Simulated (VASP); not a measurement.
# Tl (Fm-3m) in VASP: further runs

Runs on Tl. Level: PBE. Tasks: single point.

Program: VASP 6.6.1. These are calculated values, not measurements. Logs are shortened: lines on timing, memory, paths and dates and some standing lists are left out, and cuts for length are marked.

### 1 The cell of the first run

It takes space group Fm-3m (No. 225, cubic). The conventional cell has a = 4.890 Å, b = 4.890 Å, c = 4.890 Å, α = 90.00°, β = 90.00°, γ = 90.00°. Within 4.5 Å of Tl (site symmetry m-3m) lie 12 Tl at 3.46 Å.

### 2 Single point, PBE

INCAR reads:

```
SYSTEM = Tl
ALGO = Normal
EDIFF = 1E-7
ENCUT = 520
GGA = PE
ISIF = 2
ISMEAR = 0
LASPH = .TRUE.
LCHARG = .TRUE.
LELF = .TRUE.
LREAL = .FALSE.
LVHAR = .TRUE.
LWAVE = .FALSE.
NBANDS = 12
NELM = 60
PREC = Accurate
SIGMA = 0.05
```

KPOINTS reads:

```
k-points
0
G
  8 8 8
  0 0 0
```

POSCAR reads:

```
Tl
1.0
    0.0000000000      2.4451282827      2.4451282827
    2.4451282827      0.0000000000      2.4451282827
    2.4451282827      2.4451282827      0.0000000000
Tl
1
Direct
    0.0000000000      0.0000000000      0.0000000000
```

Potentials or basis: VASP PAW PBE potentials, release 64 (Tl_d).

Command:

```
$ cat potpaw_PBE.64/Tl_d/POTCAR > POTCAR
$ mpirun -np 1 vasp_std > vasp.out
```

OUTCAR:

```text
SYSTEM = Tl
   EDIFF = 1E-7
   ENCUT = 520
   GGA = PE
   ISIF = 2
   ISMEAR = 0
   LASPH = .TRUE.
   LREAL = .FALSE.
   NELM = 60
   PREC = Accurate

 ion  position               nearest neighbor table
   1  0.000  0.000  0.000-

  LATTYP: Found a face centered cubic cell.
 ALAT       =     4.8902565654

  Lattice vectors:

 A1 = (   0.0000000000,   2.4451282827,   2.4451282827)
 A2 = (   2.4451282827,   0.0000000000,   2.4451282827)
 A3 = (   2.4451282827,   2.4451282827,   0.0000000000)

Analysis of symmetry for initial positions (statically):
=====================================================================
 Subroutine PRICEL returns:
 Original cell was already a primitive cell.

 Routine SETGRP: Setting up the symmetry group for a
 face centered cubic supercell.

 Subroutine GETGRP returns: Found 48 space group operations
 (whereof 48 operations were pure point group operations)
 out of a pool of 48 trial point group operations.

The static configuration has the point symmetry O_h .

Analysis of symmetry for dynamics (positions and initial velocities):
=====================================================================
 Subroutine PRICEL returns:
 Original cell was already a primitive cell.

 Routine SETGRP: Setting up the symmetry group for a
 face centered cubic supercell.

 Subroutine GETGRP returns: Found 48 space group operations
 (whereof 48 operations were pure point group operations)
 out of a pool of 48 trial point group operations.

The dynamic configuration has the point symmetry O_h .

 Subroutine INISYM returns: Found 48 space group operations
 (whereof 48 operations are pure point group operations),
 and found     1 'primitive' translations

----------------------------------------------------------------------------------------

                                     Primitive cell

  volume of cell :      29.2371

  direct lattice vectors                    reciprocal lattice vectors
     0.000000000  2.445128283  2.445128283    -0.204488249  0.204488249  0.204488249
     2.445128283  0.000000000  2.445128283     0.204488249 -0.204488249  0.204488249
     2.445128283  2.445128283  0.000000000     0.204488249  0.204488249 -0.204488249

  length of vectors
     3.457933579  3.457933579  3.457933579     0.354184036  0.354184036  0.354184036

  position of ions in fractional coordinates (direct lattice)
[... 83 lines left out ...]
   ISIF   =      2    stress and relaxation
   ISYM   =      2    0-nonsym 1-usesym 2-fastsym
   POTIM  = 0.5000    time-step for ionic-motion
   TEBEG  =    0.0;   TEEND  =   0.0 temperature during run
   PSTRESS=    0.0 pullay stress
   NELECT =      13.0000    total number of electrons
   NUPDOWN=      -1.0000    fix difference up-down
   EMIN   =  10.00;   EMAX   =-10.00  energy-range for DOS
   EFERMI =   0.00;   METHOD = LEGACY
   ISMEAR =     0;   SIGMA  =   0.05  broadening in eV -4-tet -1-fermi 0-gaus
   EFERMI_NEDOS =   21; number of points for ismear=-14 and -15
   IALGO  =     38    algorithm
   IMIX   =      4    mixing-type and parameters
     AMIX     =   0.40;   BMIX     =  1.00
     AMIX_MAG =   1.60;   BMIX_MAG =  1.00
  volume/ion in A,a.u.               =      29.24       197.30
  Fermi-wavevector in a.u.,A,eV,Ry     =   1.249523  2.361256 21.242886  1.561308
  Thomas-Fermi vector in A             =   2.383560
   LORBIT       =      0    0 simple, 1 ext, 2 COOP (PROOUT), +10 PAW based schemes
   GGA     = PE    functional components
   LHFCALC =     F    Hartree Fock is set to
   AEXX    =    0.0000 exact exchange contribution
   IVDW    =     0    specifies the selected vdW correction
   LEPSILON=     F    determine dielectric tensor
   LRPA    =     F    only Hartree local field effects (RPA)
 non-spin polarized calculation
 Gauss-broadening in eV      SIGMA  =   0.05
  energy-cutoff  :      520.00
  volume of cell :       29.24
 maximum number of plane-waves:       817
 NGX is ok and might be reduce to    28
   NGX = 13   NGY = 13   NGZ = 13

 number of electron      12.9999999 magnetization

 Free energy of the ion-electron system (eV)
  ---------------------------------------------------
  ext. energy  EPLUGINS =         0.00000000
  ---------------------------------------------------
  free energy    TOTEN  =        -2.19014978 eV

  energy without entropy =       -2.18655272  energy(sigma->0) =       -2.18835125

 E-fermi :   6.4573     XC(G=0): -10.0797

 val. band max:        5.8329260546   @ k =  -0.3750   0.3750   0.1250
 cond. band min:       6.4614438408   @ k =  -0.2500   0.3750   0.1250
 fundamental gap:      0.6285177862
 Fermi energy:         6.4573300453

 k-point     1 :       0.0000    0.0000    0.0000
  band No.  band energies     occupation
      1      -5.2356      2.00000
      2      -5.2356      2.00000
      3      -5.2356      2.00000
      4      -4.9747      2.00000
      5      -4.9747      2.00000
      6      -3.5498      2.00000
      7      16.4418      0.00000
      8      16.4418      0.00000
      9      16.4418      0.00000
     10      17.2669      0.00000
     11      20.4254      0.00000
     12      21.2393      0.00000
[... 331 lines left out ...]
 k-point    24 :      -0.3750    0.2500    0.1250
  band No.  band energies     occupation
      1      -5.2886      2.00000
      2      -5.2717      2.00000
      3      -5.0338      2.00000
      4      -4.9462      2.00000
      5      -4.7547      2.00000
      6       1.6087      2.00000
      7       4.6054      2.00000
      8       9.9832      0.00000
      9      11.7209      0.00000
     10      16.9315      0.00000
     11      19.6421      0.00000
     12      23.4493      0.00000

 [... further k-points ...]

------------------------ aborting loop because EDIFF is reached ----------------------------------------

  FORCE on cell =-STRESS in cart. coord.  units (eV):
  Direction    XX          YY          ZZ          XY          YZ          ZX
  --------------------------------------------------------------------------------------
  -------------------------------------------------------------------------------------
  Total        0.3772279      0.3772279      0.3772279      0.0000000     -0.0000000      0.0000000
  in kB       20.6718541     20.6718541     20.6718541      0.0000000     -0.0000000      0.0000000
  external PRESSURE =      20.6718541 kB  Pullay stress =       0.0000000 kB

 VOLUME and BASIS-vectors are now :
 -----------------------------------------------------------------------------
  energy-cutoff  :      520.00
  volume of cell :       29.24
      direct lattice vectors                 reciprocal lattice vectors
     0.000000000  2.445128283  2.445128283    -0.204488249  0.204488249  0.204488249
     2.445128283  0.000000000  2.445128283     0.204488249 -0.204488249  0.204488249
     2.445128283  2.445128283  0.000000000     0.204488249  0.204488249 -0.204488249

 POSITION                                       TOTAL-FORCE (eV/Angst)
 -----------------------------------------------------------------------------------
      0.00000      0.00000      0.00000         0.000000     -0.000000      0.000000
 -----------------------------------------------------------------------------------
    total drift:                               -0.000000     -0.000000     -0.000000

  FREE ENERGIE OF THE ION-ELECTRON SYSTEM (eV)
  ---------------------------------------------------
  free  energy   TOTEN  =        -2.1901497759 eV

  energy  without entropy=       -2.1865527150  energy(sigma->0) =       -2.18835125
```

OSZICAR:

```text
N       E                     dE             d eps       ncg     rms          rms(c)
DAV:   1     0.534010828522E+02    0.53401E+02   -0.68128E+03   728   0.942E+02
DAV:   2    -0.161378227514E+01   -0.55015E+02   -0.54072E+02   792   0.219E+02
DAV:   3    -0.221264889351E+01   -0.59887E+00   -0.59815E+00   836   0.208E+01
DAV:   4    -0.221536671460E+01   -0.27178E-02   -0.27177E-02   836   0.160E+00
DAV:   5    -0.221539887253E+01   -0.32158E-04   -0.32158E-04   832   0.172E-01    0.202E+00
DAV:   6    -0.219391668969E+01    0.21482E-01   -0.34818E-02   832   0.176E+00    0.144E+00
DAV:   7    -0.219031282266E+01    0.36039E-02   -0.11828E-02   792   0.102E+00    0.599E-01
DAV:   8    -0.219014390129E+01    0.16892E-03   -0.50241E-04   840   0.213E-01    0.330E-02
DAV:   9    -0.219014716865E+01   -0.32674E-05   -0.53701E-06   812   0.230E-02    0.117E-02
DAV:  10    -0.219014978995E+01   -0.26213E-05   -0.20148E-06   852   0.133E-02    0.102E-03
DAV:  11    -0.219014977590E+01    0.14049E-07   -0.49822E-08   540   0.165E-03
   1 F= -.21901498E+01 E0= -.21883512E+01  d E =-.359706E-02
```

stdout:

```text
POSCAR found type information on POSCAR Tl
 POSCAR found :  1 types and       1 ions
 scaLAPACK will be used
 LDA part: xc-table for (Slater+PW92), standard interpolation
 POSCAR, INCAR and KPOINTS ok, starting setup
 FFT: planning ... GRIDC
 FFT: planning ... GRID_SOFT
 FFT: planning ... GRID
 WAVECAR not read
 entering main loop
```

It took 19 s on 1 thread of AMD EPYC 7R13 (Zen 3), shared host; peak memory 0.12 GiB.

What came out:

```yaml
Free_energy: -2.1901 eV
Pressure: 2.1 GPa
```

Caveat: spin-orbit coupling is left out, which moves the levels of the heavy elements.

### 3 Single point, PBE

This run uses another cell than the first one, of 31.14 Å³/atom, 1.065 times its volume.

INCAR reads:

```
ALGO     = Normal         # electronic algorithm
EDIFF    = 1E-7           # SCF threshold, eV
ENCUT    = 520            # plane-wave cutoff, eV
GGA      = PE             # functional
ISIF     = 2              # what is computed and relaxed
ISMEAR   = 0              # smearing method
LASPH    = T              # aspherical terms in the spheres
LCHARG   = F              # write CHGCAR
LREAL    = F              # projectors in reciprocal space
LWAVE    = F              # write WAVECAR
NBANDS   = 12             # bands
NELM     = 80             # most SCF steps
PREC     = Accurate       # precision mode
SIGMA    = 0.05           # smearing width, eV
```

KPOINTS reads:

```
k-points
0
Gamma
  8 8 8
```

POSCAR reads:

```
Tl
1.0
    0.0000000000      2.4971574486      2.4971574486
    2.4971574486      0.0000000000      2.4971574486
    2.4971574486      2.4971574486      0.0000000000
Tl
1
Direct
    0.0000000000      0.0000000000      0.0000000000
```

Potentials or basis: VASP PAW PBE potentials, release 64 (Tl_d).

Command:

```
$ cat potpaw_PBE.64/Tl_d/POTCAR > POTCAR
$ mpirun -np 1 vasp_std > vasp.out
```

OUTCAR:

```text
EDIFF = 1E-7
   ENCUT = 520
   GGA = PE
   ISIF = 2
   ISMEAR = 0
   LASPH = T
   LREAL = F
   NELM = 80
   PREC = Accurate

 ion  position               nearest neighbor table
   1  0.000  0.000  0.000-

  LATTYP: Found a face centered cubic cell.
 ALAT       =     4.9943148972

  Lattice vectors:

 A1 = (   0.0000000000,   2.4971574486,   2.4971574486)
 A2 = (   2.4971574486,   0.0000000000,   2.4971574486)
 A3 = (   2.4971574486,   2.4971574486,   0.0000000000)

Analysis of symmetry for initial positions (statically):
[... 538 lines left out ...]

 [... further k-points ...]

------------------------ aborting loop because EDIFF is reached ----------------------------------------

  FORCE on cell =-STRESS in cart. coord.  units (eV):
  Direction    XX          YY          ZZ          XY          YZ          ZX
  --------------------------------------------------------------------------------------
  -------------------------------------------------------------------------------------
  Total       -0.0004417     -0.0004417     -0.0004417      0.0000000      0.0000000     -0.0000000
  in kB       -0.0227213     -0.0227213     -0.0227213      0.0000000      0.0000000     -0.0000000
  external PRESSURE =      -0.0227213 kB  Pullay stress =       0.0000000 kB

 VOLUME and BASIS-vectors are now :
 -----------------------------------------------------------------------------
  energy-cutoff  :      520.00
  volume of cell :       31.14
      direct lattice vectors                 reciprocal lattice vectors
     0.000000000  2.497157449  2.497157449    -0.200227663  0.200227663  0.200227663
     2.497157449  0.000000000  2.497157449     0.200227663 -0.200227663  0.200227663
     2.497157449  2.497157449  0.000000000     0.200227663  0.200227663 -0.200227663

 POSITION                                       TOTAL-FORCE (eV/Angst)
 -----------------------------------------------------------------------------------
      0.00000      0.00000      0.00000        -0.000000      0.000000     -0.000000
 -----------------------------------------------------------------------------------
    total drift:                               -0.000000     -0.000000     -0.000000

  FREE ENERGIE OF THE ION-ELECTRON SYSTEM (eV)
  ---------------------------------------------------
  free  energy   TOTEN  =        -2.2026150267 eV

  energy  without entropy=       -2.1989442270  energy(sigma->0) =       -2.20077963
```

stdout:

```text
POSCAR found type information on POSCAR Tl
 POSCAR found :  1 types and       1 ions
 scaLAPACK will be used
 LDA part: xc-table for (Slater+PW92), standard interpolation
 POSCAR, INCAR and KPOINTS ok, starting setup
 FFT: planning ... GRIDC
 FFT: planning ... GRID_SOFT
 FFT: planning ... GRID
 WAVECAR not read
 entering main loop
```

Run time: 15 s. Hardware: 1 thread of AMD EPYC 7R13 (Zen 3), shared host; peak memory 0.12 GiB.

Results:

| Item | Value |
| --- | --- |
| Free energy | -2.2026 eV |
| Pressure | 0.0 GPa |

Levels at points of the mesh, in eV from the Fermi level:
```tsv
k point	band 4	band 5	band 6	band 7	band 8	band 9
(0.00, 0.00, 0.00)	-11.38	-11.38	-9.59	9.46	9.46	9.46
(0.50, 0.00, 0.00)	-11.18	-11.18	-5.44	-2.67	7.56	7.56
(0.50, 0.50, 0.00)	-11.13	-11.13	-3.91	-1.67	3.79	3.79
```

Caveat: spin-orbit coupling is left out, which moves the levels of the heavy elements.
